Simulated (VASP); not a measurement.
TiO2:

```
CELL_PARAMETERS angstrom
4.66037 0.00000 0.00000
0.00000 4.66037 0.00000
0.00000 0.00000 2.99816
ATOMIC_POSITIONS crystal
Ti 0.00000 0.00000 0.50000
Ti 0.50000 0.50000 0.00000
O 0.30432 0.30432 0.50000
O 0.19568 0.80432 0.00000
O 0.80432 0.19568 0.00000
O 0.69568 0.69568 0.50000
```

Base run:

| Quantity | Value |
| --- | --- |
| Program | VASP 6.6.1 |
| Functional | PBE |
| Potentials or basis | VASP PAW PBE potentials, release 64 (Ti_sv, O) |
| Cutoff | 600 eV |
| k mesh | 6 × 6 × 9 |
| Occupations | fermi-dirac, width 0.05 eV |
| Spin | no spin polarisation |

Its results: band gap on the k mesh 1.75 eV, direct; pressure -4.2 GPa; largest force 0.157 eV/Å.

**Question.** The run is repeated on the same cell with these changes: functional from PBE to PBEsol; cutoff from 600 eV to 520 eV. What comes out?

**Answer.** Band gap on the k mesh 1.71 eV, direct; pressure -10.7 GPa; largest force 0.221 eV/Å.

PBEsol binds more tightly than PBE, so the same cell stands under less pressure.

Caveats: the PAW data sets were made with another functional, which shifts forces and pressure a little (some runs).

A k mesh can miss the band edges.
